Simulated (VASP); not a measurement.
Here is a VASP 6.6.1 calculation.

File INCAR:

```
PREC     = Accurate       # precision mode
ENCUT    = 600            # plane-wave cutoff, eV
EDIFF    = 1E-6           # SCF threshold, eV
ISMEAR   = -1             # smearing method
SIGMA    = 0.1            # smearing width, eV
LREAL    = F              # projectors in reciprocal space
LASPH    = T              # aspherical terms in the spheres
NELM     = 100            # most SCF steps
ALGO     = Normal         # electronic algorithm
ISIF     = 3              # what is computed and relaxed
LWAVE    = F              # write WAVECAR
LCHARG   = F              # write CHGCAR
GGA      = PS             # functional
IBRION   = 2              # ionic algorithm
NSW      = 100            # ionic steps
EDIFFG   = -0.002         # ionic threshold
```

Contents of KPOINTS:

```
regular mesh
0
Gamma
  14 14 8
```

Contents of POSCAR:

```
Ti
1.0
    2.9500000000      0.0000000000      0.0000000000
   -1.4750000000      2.5547749412      0.0000000000
    0.0000000000      0.0000000000      4.6800000000
Ti
2
Direct
    0.3333333333      0.6666666667      0.2500000000
    0.6666666667      0.3333333333      0.7500000000
```

Potentials or basis: VASP PAW PBE potentials, release 64 (Ti_sv).

Command:

```bash
$ cat potpaw_PBE.64/Ti_sv/POTCAR > POTCAR
$ mpirun -np 1 vasp_std > vasp.out
```

Problem. What does it give for the space group after relaxing (to 0.05 Å)?

Solution. P6_3/mmc (No. 194).

Problem. What does it give for the relaxed volume?

Solution. 16.70 Å³/atom.

Problem. Estimate the relaxed cell.

Solution. a = 2.899 Å, b = 2.899 Å, c = 4.590 Å, α = 90.00°, β = 90.00°, γ = 120.00°.

Problem. Estimate the band gap on the k mesh.

Solution. Zero (band 12 reaches 9.42 eV, above the bottom of band 13 at 8.37 eV).

Step by step:
```
step  energy change (eV)  largest force (eV/Å)  pressure (GPa)  volume (Å³)
   1              0.0000                0.0000           -5.80        35.27
   2             -0.0158                0.0000            4.97        32.11
   3             -0.0353                0.0000           -0.01        33.41
   4             -0.0353                0.0000            0.09        33.37
   5             -0.0353                0.0000           -0.01        33.42
   6             -0.0353                0.0000           -0.06        33.42
   7             -0.0353                0.0000           -0.04        33.42
   8             -0.0353                0.0000            0.01        33.40
```

Caveat: the PAW data sets were made with another functional, which shifts forces and pressure a little.
